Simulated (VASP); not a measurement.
# AgPdSe2 (I-42d) in VASP: single point with r2SCAN

Aim: the single point of AgPdSe2 with r2SCAN.

All numbers are computed with VASP 6.6.1; they aren't measurements. Logs are shortened: lines on timing, memory, paths and dates and some standing lists are left out, and cuts for length are marked.

## (1) The cell of the first run

It takes space group I-42d (No. 122, tetragonal). Conventional cell: a = 5.933 Å, b = 5.933 Å, c = 11.307 Å, α = 90.00°, β = 90.00°, γ = 90.00°. Within 3.2 Å of Pd (site symmetry -4) lie 4 Se at 2.43 Å. Within 3.5 Å of Ag (site symmetry -4) lie 4 Se at 2.63 Å. Se (site symmetry 2) has 2 Pd at 2.43 Å and 2 Ag at 2.63 Å within 3.2 Å.

## (2) Single point, r2SCAN

The input, POSCAR:

```
AgPdSe2
1.0
    0.0000000000      5.9333783600      0.0000000000
    5.9333783600      0.0000000000      0.0000000000
    2.9666891800      2.9666891800     -5.6536736300
Pd Ag Se
2 2 4
Direct
    0.5000000000      0.5000000000      0.0000000000
    0.2500000000      0.7500000000      0.5000000000
    0.0000000000      0.0000000000      0.0000000000
    0.7500000000      0.2500000000      0.5000000000
    0.3750000000      0.4041039679      0.7500000000
    0.5958960321      0.1250000000      0.2500000000
    0.8750000000      0.8458960321      0.7500000000
    0.1541039679      0.6250000000      0.2500000000
```

The input, INCAR.step1:

```
ALGO = Normal
EDIFF = 1E-4
ENCUT = 520
GGA = PE
ISMEAR = 1
LASPH = T
LCHARG = F
LREAL = F
LWAVE = T
NBANDS = 43
NELM = 100
PREC = Accurate
SIGMA = 0.0314
```

The input, INCAR.step2:

```
ALGO = Normal
EDIFF = 1E-6
ENCUT = 520
ISIF = 2
ISMEAR = 1
ISTART = 1
LASPH = T
LCHARG = F
LMIXTAU = T
LREAL = F
LWAVE = F
METAGGA = R2SCAN
NBANDS = 43
NELM = 100
PREC = Accurate
SIGMA = 0.0314
```

The input, KPOINTS:

```
k-points
0
Gamma
  5 5 5
```

Potentials or basis: VASP PAW PBE potentials, release 64 (Pd, Ag, Se).

Started as:

```sh
cat potpaw_PBE.64/Pd/POTCAR potpaw_PBE.64/Ag/POTCAR potpaw_PBE.64/Se/POTCAR > POTCAR
cp INCAR.step1 INCAR
mpirun -np 1 vasp_std > vasp.out
cp INCAR.step2 INCAR
mpirun -np 1 vasp_std > vasp.out
```

OUTCAR:

```text
EDIFF = 1E-6
   ENCUT = 520
   ISIF = 2
   ISMEAR = 1
   ISTART = 1
   LASPH = T
   LREAL = F
   METAGGA = R2SCAN
   NELM = 100
   PREC = Accurate

 ion  position               nearest neighbor table
   1  0.500  0.500  0.000-   5 2.43   6 2.43   7 2.43   8 2.43
   2  0.250  0.750  0.500-   7 2.43   8 2.43   5 2.43   6 2.43
   3  0.000  0.000  0.000-   5 2.63   6 2.63   7 2.63   8 2.63
   4  0.750  0.250  0.500-   5 2.63   6 2.63   7 2.63   8 2.63
   5  0.375  0.404  0.750-   1 2.43   2 2.43   3 2.63   4 2.63
   6  0.596  0.125  0.250-   1 2.43   2 2.43   3 2.63   4 2.63
   7  0.875  0.846  0.750-   2 2.43   1 2.43   3 2.63   4 2.63
   8  0.154  0.625  0.250-   2 2.43   1 2.43   3 2.63   4 2.63

  LATTYP: Found a body centered tetragonal cell.
 ALAT       =     5.9333783600
 C/A-ratio  =     1.9057182222

  Lattice vectors:

 A1 = (  -2.9666891800,   2.9666891800,   5.6536736300)
 A2 = (   2.9666891800,  -2.9666891800,   5.6536736300)
 A3 = (   2.9666891800,   2.9666891800,  -5.6536736300)

Analysis of symmetry for initial positions (statically):
=====================================================================
 Subroutine PRICEL returns:
 Original cell was already a primitive cell.

 Routine SETGRP: Setting up the symmetry group for a
 body centered tetragonal supercell.

 Subroutine GETGRP returns: Found  8 space group operations
 (whereof  4 operations were pure point group operations)
 out of a pool of 16 trial point group operations.

The static configuration has the point symmetry S_4 .
 The point group associated with its full space group is D_2d.

Analysis of symmetry for dynamics (positions and initial velocities):
=====================================================================
 Subroutine PRICEL returns:
 Original cell was already a primitive cell.

 Routine SETGRP: Setting up the symmetry group for a
 body centered tetragonal supercell.

 Subroutine GETGRP returns: Found  8 space group operations
 (whereof  4 operations were pure point group operations)
 out of a pool of 16 trial point group operations.

The dynamic configuration has the point symmetry S_4 .
 The point group associated with its full space group is D_2d.

 Subroutine INISYM returns: Found  8 space group operations
 (whereof  4 operations are pure point group operations),
 and found     1 'primitive' translations

----------------------------------------------------------------------------------------

                                     Primitive cell

  volume of cell :     199.0375

  direct lattice vectors                    reciprocal lattice vectors
     0.000000000  5.933378360  0.000000000     0.000000000  0.168538047  0.088438073
     5.933378360  0.000000000  0.000000000     0.168538047  0.000000000  0.088438073
     2.966689180  2.966689180 -5.653673630     0.000000000  0.000000000 -0.176876146

  length of vectors
     5.933378360  5.933378360  7.040349061     0.190332251  0.190332251  0.176876146

  position of ions in fractional coordinates (direct lattice)
     0.500000000  0.500000000  0.000000000
     0.250000000  0.750000000  0.500000000
     0.000000000  0.000000000  0.000000000
     0.750000000  0.250000000  0.500000000
     0.375000000  0.404103968  0.750000000
     0.595896032  0.125000000  0.250000000
     0.875000000  0.845896032  0.750000000
     0.154103968  0.625000000  0.250000000

  ion indices of the primitive-cell ions
   primitive index   ion index
                 1           1
                 2           2
                 3           3
                 4           4
                 5           5
                 6           6
                 7           7
                 8           8

----------------------------------------------------------------------------------------

 KPOINTS: k-points

Automatic generation of k-mesh.
 Grid dimensions read from file:
 generate k-points for:    5    5    5

 Generating k-lattice:

  Cartesian coordinates                     Fractional coordinates (reciprocal lattice)
     0.000000000  0.033707609  0.017687615     0.200000000  0.000000000 -0.000000000
     0.033707609  0.000000000  0.017687615     0.000000000  0.200000000 -0.000000000
     0.000000000  0.000000000 -0.035375229     0.000000000  0.000000000  0.200000000

  Length of vectors
     0.038066450  0.038066450  0.035375229

  Shift w.r.t. Gamma in fractional coordinates (k-lattice)
     0.000000000  0.000000000  0.000000000

 Subroutine IBZKPT returns following result:
 ===========================================

 Found     18 irreducible k-points:

 Following reciprocal coordinates:
            Coordinates               Weight
  0.000000  0.000000  0.000000      1.000000
  0.200000  0.000000 -0.000000      8.000000
  0.400000  0.000000  0.000000      8.000000
  0.200000  0.200000 -0.000000      8.000000
  0.400000  0.200000  0.000000     16.000000
 -0.400000  0.200000 -0.000000     16.000000
[... 10 lines left out ...]
  0.000000  0.000000  0.400000      2.000000
 -0.200000  0.000000  0.400000      4.000000
   k-points           NKPTS =     18   k-points in BZ     NKDIM =     18   number of bands    NBANDS=     43
   number of dos      NEDOS =    301   number of ions     NIONS =      8
   total plane-waves  NPLWV = 124416
   dimension x,y,z NGX =    48 NGY =   48 NGZ =   54
   dimension x,y,z NGXF=    96 NGYF=   96 NGZF=  108
   ions per type =               2   2   4
   NGX,Y,Z   is equivalent  to a cutoff of  13.45, 13.45, 12.75 a.u.
   NGXF,Y,Z  is equivalent  to a cutoff of  26.90, 26.90, 25.50 a.u.
 SYSTEM =  unknown system
   PREC   = accura    normal or accurate (medium, high low for compatibility)
   ISTART =      1    job   : 0-new  1-cont  2-samecut
   ICHARG =      0    charge: 1-file 2-atom 10-const
   ISPIN  =      1    spin polarized calculation?
   LNONCOLLINEAR =      F non collinear calculations
   LSORBIT =      F    spin-orbit coupling
   LASPH  =      T    aspherical Exc in radial PAW
   ENCUT  =  520.0 eV  38.22 Ry    6.18 a.u.  11.03 11.03 13.09*2*pi/ulx,y,z
   NELM   =    100;   NELMIN=  2; NELMDL=  0     # of ELM steps
   EDIFF  = 0.1E-05   stopping-criterion for ELM
   LREAL  =      F    real-space projection
   EDIFFG = 0.1E-04   stopping-criterion for IOM
   NSW    =      0    number of steps for IOM
   IBRION =     -1    ionic relax: 0-MD 1-quasi-New 2-CG
   NFREE  =      0    steps in history (QN), initial steepest desc. (CG)
   ISIF   =      2    stress and relaxation
   ISYM   =      2    0-nonsym 1-usesym 2-fastsym
   POTIM  = 0.5000    time-step for ionic-motion
   TEBEG  =    0.0;   TEEND  =   0.0 temperature during run
   PSTRESS=    0.0 pullay stress
   NELECT =      66.0000    total number of electrons
   NUPDOWN=      -1.0000    fix difference up-down
   EMIN   =  10.00;   EMAX   =-10.00  energy-range for DOS
   EFERMI =   0.00;   METHOD = LEGACY
   ISMEAR =     1;   SIGMA  =   0.03  broadening in eV -4-tet -1-fermi 0-gaus
   EFERMI_NEDOS =   21; number of points for ismear=-14 and -15
   IALGO  =     38    algorithm
   IMIX   =      4    mixing-type and parameters
     AMIX     =   0.40;   BMIX     =  1.00
     AMIX_MAG =   1.60;   BMIX_MAG =  1.00
  volume/ion in A,a.u.               =      24.88       167.90
  Fermi-wavevector in a.u.,A,eV,Ry     =   1.133125  2.141296 17.469507  1.283973
  Thomas-Fermi vector in A             =   2.269827
   LORBIT       =      0    0 simple, 1 ext, 2 COOP (PROOUT), +10 PAW based schemes
   METAGGA = R2SCAN    functional components
   LHFCALC =     F    Hartree Fock is set to
   AEXX    =    0.0000 exact exchange contribution
   IVDW    =     0    specifies the selected vdW correction
   LEPSILON=     F    determine dielectric tensor
   LRPA    =     F    only Hartree local field effects (RPA)
 non-spin polarized calculation
 Methfessel and Paxton  Order N= 1 SIGMA  =   0.03
  energy-cutoff  :      520.00
  volume of cell :      199.04
 maximum number of plane-waves:      5377
 NGX is ok and might be reduce to    48
   NGX = 23   NGY = 23   NGZ = 27

 number of electron      65.9999997 magnetization

 Free energy of the ion-electron system (eV)
  ---------------------------------------------------
  ext. energy  EPLUGINS =         0.00000000
  ---------------------------------------------------
  free energy    TOTEN  =      -146.12689951 eV

  energy without entropy =     -146.12469719  energy(sigma->0) =     -146.12616540

 E-fermi :   3.3122     XC(G=0): -10.0471

 val. band max:        3.3103614410   @ k =  -0.4000   0.4000   0.0000
 cond. band min:       3.3140148558   @ k =  -0.2000   0.0000   0.2000
 fundamental gap:      0.0036534148
 Fermi energy:         3.3122356316

 k-point     1 :       0.0000    0.0000    0.0000
  band No.  band energies     occupation
      1     -10.6224      2.00000
      2      -9.9337      2.00000
      3      -9.9337      2.00000
      4      -9.9087      2.00000
      5      -1.9620      2.00000
      6      -1.6761      2.00000
[... 35 lines left out ...]
     42      10.8216      0.00000
     43      10.9389      0.00000

 k-point     2 :       0.2000    0.0000   -0.0000
  band No.  band energies     occupation
      1     -10.5491      2.00000
      2      -9.9774      2.00000
      3      -9.9536      2.00000
      4      -9.9252      2.00000
      5      -1.8603      2.00000
      6      -1.7206      2.00000
[... 35 lines left out ...]
     42      10.4437      0.00000
     43      10.5360      0.00000

 k-point     3 :       0.4000    0.0000    0.0000
  band No.  band energies     occupation
      1     -10.3701      2.00000
      2     -10.1162      2.00000
      3      -9.9724      2.00000
      4      -9.9583      2.00000
      5      -1.7943      2.00000
      6      -1.7480      2.00000
[... 35 lines left out ...]
     42      10.1102      0.00000
     43      10.2262      0.00000

 k-point     4 :       0.2000    0.2000   -0.0000
  band No.  band energies     occupation
      1     -10.4562      2.00000
      2     -10.0061      2.00000
      3      -9.9855      2.00000
      4      -9.9634      2.00000
      5      -1.8047      2.00000
      6      -1.7331      2.00000
[... 587 lines left out ...]
     42       9.8437      0.00000
     43      10.3685      0.00000

 k-point    17 :       0.0000    0.0000    0.4000
  band No.  band energies     occupation
      1     -10.3843      2.00000
      2     -10.1637      2.00000
      3      -9.9344      2.00000
      4      -9.9344      2.00000
      5      -2.0093      2.00000
      6      -1.9697      2.00000
[... 35 lines left out ...]
     42       9.3493      0.00000
     43       9.6736      0.00000

 k-point    18 :      -0.2000    0.0000    0.4000
  band No.  band energies     occupation
      1     -10.2518      2.00000
      2     -10.2423      2.00000
      3      -9.9947      2.00000
      4      -9.9318      2.00000
      5      -1.9968      2.00000
      6      -1.9238      2.00000
[... 35 lines left out ...]
     42       9.3281      0.00000
     43       9.8517      0.00000

------------------------ aborting loop because EDIFF is reached ----------------------------------------

  FORCE on cell =-STRESS in cart. coord.  units (eV):
  Direction    XX          YY          ZZ          XY          YZ          ZX
  --------------------------------------------------------------------------------------
  -------------------------------------------------------------------------------------
  Total       -1.6640569     -1.6640569     -1.3635133      0.0000000      0.0000000      0.0000000
  in kB      -13.3950373    -13.3950373    -10.9757738      0.0000000      0.0000000      0.0000000
  external PRESSURE =     -12.5886161 kB  Pullay stress =       0.0000000 kB

 VOLUME and BASIS-vectors are now :
 -----------------------------------------------------------------------------
  energy-cutoff  :      520.00
  volume of cell :      199.04
      direct lattice vectors                 reciprocal lattice vectors
     0.000000000  5.933378360  0.000000000     0.000000000  0.168538047  0.088438073
     5.933378360  0.000000000  0.000000000     0.168538047  0.000000000  0.088438073
     2.966689180  2.966689180 -5.653673630     0.000000000  0.000000000 -0.176876146

 POSITION                                       TOTAL-FORCE (eV/Angst)
 -----------------------------------------------------------------------------------
      2.96669      2.96669      0.00000         0.000000      0.000000      0.000000
      5.93338      2.96669     -2.82684         0.000000      0.000000      0.000000
      0.00000      0.00000      0.00000         0.000000     -0.000000      0.000000
      2.96669      5.93338     -2.82684        -0.000000      0.000000      0.000000
      4.62272      4.45003     -4.24026        -0.005238      0.000000      0.000000
      1.48334      4.27735     -1.41342         0.000000      0.005238      0.000000
      7.24404      7.41672     -4.24026         0.005238      0.000000      0.000000
      4.45003      1.65603     -1.41342        -0.000000     -0.005238     -0.000000
 -----------------------------------------------------------------------------------
    total drift:                               -0.000027     -0.000027      0.000027

  FREE ENERGIE OF THE ION-ELECTRON SYSTEM (eV)
  ---------------------------------------------------
  free  energy   TOTEN  =      -146.1268995106 eV

  energy  without entropy=     -146.1246971900  energy(sigma->0) =     -146.12616540
```

Wall time 9.5 min (1 thread of Intel Xeon Platinum 8259CL at 2.50GHz (Skylake/Cascade Lake), shared host); peak memory 0.47 GiB.

What came out:

| Item | Value |
| --- | --- |
| Free energy | -146.1269 eV |
| Pressure | -1.3 GPa |
| Largest force | 0.005 eV/Å |
| Band gap on the k mesh | zero (bands 33 and 34 overlap by 0.30 eV) |

Forces on the atoms (eV/Å):
```
Pd   0.000  0.000  0.000
Pd   0.000  0.000  0.000
Ag   0.000  0.000  0.000
Ag   0.000  0.000  0.000
Se  -0.005  0.000  0.000
Se   0.000  0.005  0.000
Se   0.005  0.000  0.000
Se   0.000 -0.005  0.000
```

Levels at points of the mesh, in eV from the Fermi level:
```csv
k point,band 29,band 30,band 31,band 32,band 33,band 34,band 35,band 36,band 37,band 38
"(0.00, 0.00, 0.00)",-1.82,-1.40,-1.40,-1.00,-0.85,1.58,1.58,1.67,2.20,4.33
```

Caveat: the PAW data sets were made with another functional, which shifts forces and pressure a little.
